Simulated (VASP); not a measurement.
# Ba2BiSb2 (Immm) in VASP: single point with PBE

Aim: the single point of Ba2BiSb2 with PBE.

Program: VASP 6.6.1. These are calculated values, not measurements. Logs are shortened: lines on timing, memory, paths and dates and some standing lists are left out, and cuts for length are marked.

**1. The cell of the first run**

The structure is orthorhombic, space group Immm (No. 71). The conventional cell has a = 4.803 Å, b = 7.688 Å, c = 9.900 Å, α = 90.00°, β = 90.00°, γ = 90.00°. Ba (site symmetry mm2) has 6 Sb at 3.59 to 3.60 Å and 4 Bi at 3.67 to 4.42 Å and 5 Ba at 4.36 to 4.57 Å within 4.7 Å. Sb (site symmetry m2m) has 1 Sb at 3.10 Å and 2 Bi at 3.32 Å and 6 Ba at 3.59 to 3.60 Å within 4.1 Å. Within 4.4 Å of Bi (site symmetry mmm) lie 4 Sb at 3.32 Å and 4 Ba at 3.67 Å.

**2. Single point, PBE**

Input file INCAR:

```
ALGO = Normal
EDIFF = 1E-6
ENCUT = 520
GGA = PE
ISIF = 2
ISMEAR = 0
LASPH = T
LCHARG = F
LREAL = F
LWAVE = F
NBANDS = 30
NELM = 100
PREC = Accurate
SIGMA = 0.1
```

Input file KPOINTS:

```
k-points
0
Gamma
  4 4 4
```

Input file POSCAR:

```
Ba2BiSb2
1.0
   -2.4013000000      3.8439000000      4.9500000000
    2.4013000000     -3.8439000000      4.9500000000
    2.4013000000      3.8439000000     -4.9500000000
Ba Sb Bi
2 2 1
Direct
    0.7202100000      0.2202100000      0.5000000000
    0.2797900000      0.7797900000      0.5000000000
    0.7016000000      0.5000000000      0.2016000000
    0.2984000000      0.5000000000      0.7984000000
    0.0000000000      0.0000000000      0.0000000000
```

Potentials or basis: VASP PAW PBE potentials, release 64 (Ba_sv, Sb, Bi_d).

Command:

```sh
cat potpaw_PBE.64/Ba_sv/POTCAR potpaw_PBE.64/Sb/POTCAR potpaw_PBE.64/Bi_d/POTCAR > POTCAR
mpirun -np 1 vasp_std > vasp.out
```

OUTCAR:

```text
EDIFF = 1E-6
   ENCUT = 520
   GGA = PE
   ISIF = 2
   ISMEAR = 0
   LASPH = T
   LREAL = F
   NELM = 100
   PREC = Accurate

 ion  position               nearest neighbor table
   1  0.720  0.220  0.500-   4 3.59   4 3.59   3 3.59   3 3.59   3 3.60   4 3.60   5 3.67   5 3.67
                             2 4.36   2 4.57   2 4.57   2 4.57   2 4.57
   2  0.280  0.780  0.500-   3 3.59   4 3.59   3 3.59   4 3.59   4 3.60   3 3.60   5 3.67   5 3.67
                             1 4.36   1 4.57   1 4.57   1 4.57   1 4.57
   3  0.702  0.500  0.202-   4 3.10   5 3.32   5 3.32   2 3.59   1 3.59   2 3.59   1 3.59   1 3.60
                             2 3.60
   4  0.298  0.500  0.798-   3 3.10   5 3.32   5 3.32   1 3.59   1 3.59   2 3.59   2 3.59   2 3.60
                             1 3.60
   5  0.000  0.000  0.000-   4 3.32   3 3.32   4 3.32   3 3.32   2 3.67   1 3.67   1 3.67   2 3.67

  LATTYP: Found a body centered orthorhombic cell.
 ALAT       =     4.8026000000
 B/A-ratio  =     1.6007579228
 C/A-ratio  =     2.0613834173

  Lattice vectors:

 A1 = (  -2.4013000000,   3.8439000000,   4.9500000000)
 A2 = (   2.4013000000,  -3.8439000000,   4.9500000000)
 A3 = (   2.4013000000,   3.8439000000,  -4.9500000000)

Analysis of symmetry for initial positions (statically):
=====================================================================
 Subroutine PRICEL returns:
 Original cell was already a primitive cell.

 Routine SETGRP: Setting up the symmetry group for a
 body centered orthorhombic supercell.

 Subroutine GETGRP returns: Found  8 space group operations
 (whereof  8 operations were pure point group operations)
 out of a pool of  8 trial point group operations.

The static configuration has the point symmetry D_2h.

Analysis of symmetry for dynamics (positions and initial velocities):
=====================================================================
 Subroutine PRICEL returns:
 Original cell was already a primitive cell.

 Routine SETGRP: Setting up the symmetry group for a
 body centered orthorhombic supercell.

 Subroutine GETGRP returns: Found  8 space group operations
 (whereof  8 operations were pure point group operations)
 out of a pool of  8 trial point group operations.

The dynamic configuration has the point symmetry D_2h.

 Subroutine INISYM returns: Found  8 space group operations
 (whereof  8 operations are pure point group operations),
 and found     1 'primitive' translations

----------------------------------------------------------------------------------------

                                     Primitive cell

  volume of cell :     182.7611

  direct lattice vectors                    reciprocal lattice vectors
    -2.401300000  3.843900000  4.950000000     0.000000000  0.130076225  0.101010101
     2.401300000 -3.843900000  4.950000000     0.208220547  0.000000000  0.101010101
     2.401300000  3.843900000 -4.950000000     0.208220547  0.130076225  0.000000000

  length of vectors
     6.711505710  6.711505710  6.711505710     0.164690208  0.231427822  0.245510938

  position of ions in fractional coordinates (direct lattice)
     0.720210000  0.220210000  0.500000000
     0.279790000  0.779790000  0.500000000
     0.701600000  0.500000000  0.201600000
     0.298400000  0.500000000  0.798400000
     0.000000000  0.000000000  0.000000000

  ion indices of the primitive-cell ions
   primitive index   ion index
                 1           1
                 2           2
                 3           3
                 4           4
                 5           5

----------------------------------------------------------------------------------------

 KPOINTS: k-points

Automatic generation of k-mesh.
 Grid dimensions read from file:
 generate k-points for:    4    4    4

 Generating k-lattice:

  Cartesian coordinates                     Fractional coordinates (reciprocal lattice)
     0.000000000  0.032519056  0.025252525     0.250000000  0.000000000  0.000000000
     0.052055137  0.000000000  0.025252525     0.000000000  0.250000000  0.000000000
     0.052055137  0.032519056  0.000000000     0.000000000  0.000000000  0.250000000

  Length of vectors
     0.041172552  0.057856955  0.061377734

  Shift w.r.t. Gamma in fractional coordinates (k-lattice)
     0.000000000  0.000000000  0.000000000

 Subroutine IBZKPT returns following result:
 ===========================================

 Found     18 irreducible k-points:

 Following reciprocal coordinates:
            Coordinates               Weight
  0.000000  0.000000  0.000000      1.000000
  0.250000 -0.000000  0.000000      4.000000
  0.500000 -0.000000  0.000000      2.000000
  0.000000  0.250000  0.000000      4.000000
  0.250000  0.250000  0.000000      8.000000
  0.500000  0.250000  0.000000      8.000000
[... 10 lines left out ...]
 -0.250000 -0.250000  0.250000      2.000000
  0.500000  0.500000  0.500000      1.000000
   k-points           NKPTS =     18   k-points in BZ     NKDIM =     18   number of bands    NBANDS=     30
   number of dos      NEDOS =    301   number of ions     NIONS =      5
   total plane-waves  NPLWV = 125000
   dimension x,y,z NGX =    50 NGY =   50 NGZ =   50
   dimension x,y,z NGXF=   100 NGYF=  100 NGZF=  100
   ions per type =               2   2   1
   NGX,Y,Z   is equivalent  to a cutoff of  12.39, 12.39, 12.39 a.u.
   NGXF,Y,Z  is equivalent  to a cutoff of  24.77, 24.77, 24.77 a.u.
 SYSTEM =  unknown system
   PREC   = accura    normal or accurate (medium, high low for compatibility)
   ISTART =      0    job   : 0-new  1-cont  2-samecut
   ICHARG =      2    charge: 1-file 2-atom 10-const
   ISPIN  =      1    spin polarized calculation?
   LNONCOLLINEAR =      F non collinear calculations
   LSORBIT =      F    spin-orbit coupling
   LASPH  =      T    aspherical Exc in radial PAW
   ENCUT  =  520.0 eV  38.22 Ry    6.18 a.u.  12.48 12.48 12.48*2*pi/ulx,y,z
   NELM   =    100;   NELMIN=  2; NELMDL= -5     # of ELM steps
   EDIFF  = 0.1E-05   stopping-criterion for ELM
   LREAL  =      F    real-space projection
   EDIFFG = 0.1E-04   stopping-criterion for IOM
   NSW    =      0    number of steps for IOM
   IBRION =     -1    ionic relax: 0-MD 1-quasi-New 2-CG
   NFREE  =      0    steps in history (QN), initial steepest desc. (CG)
   ISIF   =      2    stress and relaxation
   ISYM   =      2    0-nonsym 1-usesym 2-fastsym
   POTIM  = 0.5000    time-step for ionic-motion
   TEBEG  =    0.0;   TEEND  =   0.0 temperature during run
   PSTRESS=    0.0 pullay stress
   NELECT =      45.0000    total number of electrons
   NUPDOWN=      -1.0000    fix difference up-down
   EMIN   =  10.00;   EMAX   =-10.00  energy-range for DOS
   EFERMI =   0.00;   METHOD = LEGACY
   ISMEAR =     0;   SIGMA  =   0.10  broadening in eV -4-tet -1-fermi 0-gaus
   EFERMI_NEDOS =   21; number of points for ismear=-14 and -15
   IALGO  =     38    algorithm
   IMIX   =      4    mixing-type and parameters
     AMIX     =   0.40;   BMIX     =  1.00
     AMIX_MAG =   1.60;   BMIX_MAG =  1.00
  volume/ion in A,a.u.               =      36.55       246.67
  Fermi-wavevector in a.u.,A,eV,Ry     =   1.026088  1.939024 14.324972  1.052856
  Thomas-Fermi vector in A             =   2.159962
   LORBIT       =      0    0 simple, 1 ext, 2 COOP (PROOUT), +10 PAW based schemes
   GGA     = PE    functional components
   LHFCALC =     F    Hartree Fock is set to
   AEXX    =    0.0000 exact exchange contribution
   IVDW    =     0    specifies the selected vdW correction
   LEPSILON=     F    determine dielectric tensor
   LRPA    =     F    only Hartree local field effects (RPA)
 non-spin polarized calculation
 Gauss-broadening in eV      SIGMA  =   0.10
  energy-cutoff  :      520.00
  volume of cell :      182.76
 maximum number of plane-waves:      4945
 NGX is ok and might be reduce to    50
   NGX = 25   NGY = 25   NGZ = 25

 number of electron      44.9999995 magnetization

 Free energy of the ion-electron system (eV)
  ---------------------------------------------------
  ext. energy  EPLUGINS =         0.00000000
  ---------------------------------------------------
  free energy    TOTEN  =       -20.12940544 eV

  energy without entropy =      -20.11353591  energy(sigma->0) =      -20.12147068

 E-fermi :   4.6647     XC(G=0):  -9.0883

 val. band max:        4.6262503623   @ k =   0.5000   0.5000   0.5000
 cond. band min:       4.6922982070   @ k =   0.5000   0.2500   0.0000
 fundamental gap:      0.0660478448
 Fermi energy:         4.6646569680

 k-point     1 :       0.0000    0.0000    0.0000
  band No.  band energies     occupation
      1     -23.2156      2.00000
      2     -23.1815      2.00000
      3     -17.8751      2.00000
      4     -17.8698      2.00000
      5     -17.7513      2.00000
      6     -17.7460      2.00000
[... 22 lines left out ...]
     29       8.2465      0.00000
     30       8.7827      0.00000

 k-point     2 :       0.2500   -0.0000    0.0000
  band No.  band energies     occupation
      1     -23.2110      2.00000
      2     -23.1859      2.00000
      3     -17.8750      2.00000
      4     -17.8698      2.00000
      5     -17.7513      2.00000
      6     -17.7460      2.00000
[... 22 lines left out ...]
     29       8.1157      0.00000
     30       8.7687      0.00000

 k-point     3 :       0.5000   -0.0000    0.0000
  band No.  band energies     occupation
      1     -23.2032      2.00000
      2     -23.1936      2.00000
      3     -17.8749      2.00000
      4     -17.8698      2.00000
      5     -17.7512      2.00000
      6     -17.7459      2.00000
[... 22 lines left out ...]
     29       8.0734      0.00000
     30       8.4420      0.00000

 k-point     4 :       0.0000    0.2500    0.0000
  band No.  band energies     occupation
      1     -23.2077      2.00000
      2     -23.1830      2.00000
      3     -17.8733      2.00000
      4     -17.8714      2.00000
      5     -17.7512      2.00000
      6     -17.7461      2.00000
[... 418 lines left out ...]
     29       7.7376      0.00000
     30       7.9197      0.00000

 k-point    17 :      -0.2500   -0.2500    0.2500
  band No.  band energies     occupation
      1     -23.2105      2.00000
      2     -23.1862      2.00000
      3     -17.8749      2.00000
      4     -17.8697      2.00000
      5     -17.7512      2.00000
      6     -17.7459      2.00000
[... 22 lines left out ...]
     29       7.8891      0.00000
     30       8.4699      0.00000

 k-point    18 :       0.5000    0.5000    0.5000
  band No.  band energies     occupation
      1     -23.2034      2.00000
      2     -23.1929      2.00000
      3     -17.8747      2.00000
      4     -17.8697      2.00000
      5     -17.7511      2.00000
      6     -17.7459      2.00000
[... 22 lines left out ...]
     29       7.5788      0.00000
     30       7.6805      0.00000

------------------------ aborting loop because EDIFF is reached ----------------------------------------

  FORCE on cell =-STRESS in cart. coord.  units (eV):
  Direction    XX          YY          ZZ          XY          YZ          ZX
  --------------------------------------------------------------------------------------
  -------------------------------------------------------------------------------------
  Total        1.0501685      1.0087873      2.1967349      0.0000000      0.0000000      0.0000000
  in kB        9.2063157      8.8435470     19.2577054      0.0000000      0.0000000      0.0000000
  external PRESSURE =      12.4358560 kB  Pullay stress =       0.0000000 kB

 VOLUME and BASIS-vectors are now :
 -----------------------------------------------------------------------------
  energy-cutoff  :      520.00
  volume of cell :      182.76
      direct lattice vectors                 reciprocal lattice vectors
    -2.401300000  3.843900000  4.950000000     0.000000000  0.130076225  0.101010101
     2.401300000 -3.843900000  4.950000000     0.208220547  0.000000000  0.101010101
     2.401300000  3.843900000 -4.950000000     0.208220547  0.130076225  0.000000000

 POSITION                                       TOTAL-FORCE (eV/Angst)
 -----------------------------------------------------------------------------------
      0.00000      3.84390      2.18008        -0.000000      0.000000     -0.037076
      2.40130     -0.00000      2.76992         0.000000     -0.000000      0.037076
      0.00000      1.54986      4.95000         0.000000      0.032416     -0.000000
      2.40130      2.29404      0.00000        -0.000000     -0.032416     -0.000000
      0.00000      0.00000      0.00000        -0.000000      0.000000      0.000000
 -----------------------------------------------------------------------------------
    total drift:                                0.000000      0.000000     -0.000000

  FREE ENERGIE OF THE ION-ELECTRON SYSTEM (eV)
  ---------------------------------------------------
  free  energy   TOTEN  =       -20.1294054400 eV

  energy  without entropy=      -20.1135359147  energy(sigma->0) =      -20.12147068
```

Run time: 88 s. Hardware: 1 thread of Intel Xeon Platinum 8375C at 2.90GHz (Ice Lake), shared host; peak memory 0.4 GiB.

Results:

```
Free energy   : -20.1294 eV
Pressure      : 1.2 GPa
Largest force : 0.037 eV/Å
```

Forces on the atoms (eV/Å):
```
Ba   0.000  0.000 -0.037
Ba   0.000  0.000  0.037
Sb   0.000  0.032  0.000
Sb   0.000 -0.032  0.000
Bi   0.000  0.000  0.000
```

Levels at points of the mesh, in eV from the Fermi level:
| k point | band 19 | band 20 | band 21 | band 22 | band 23 | band 24 | band 25 | band 26 |
| --- | --- | --- | --- | --- | --- | --- | --- | --- |
| (0.00, 0.00, 0.00) | -1.74 | -1.46 | -0.70 | -0.69 | -0.58 | 0.39 | 1.27 | 2.55 |
| (0.50, 0.00, 0.00) | -2.08 | -2.03 | -1.30 | -0.08 | 0.39 | 0.97 | 1.61 | 1.87 |
| (0.00, 0.50, 0.00) | -2.11 | -1.46 | -1.33 | -1.19 | 1.24 | 1.77 | 2.25 | 2.62 |
| (0.50, 0.50, 0.00) | -2.08 | -1.60 | -1.43 | -1.31 | -0.69 | 0.96 | 2.47 | 2.54 |
| (0.50, 0.50, 0.50) | -2.03 | -1.12 | -0.36 | -0.04 | 0.04 | 0.37 | 1.12 | 1.28 |

Caveat: the k points lie up to 0.39 Å⁻¹ apart; spin-orbit coupling is left out, which moves the levels of the heavy elements.
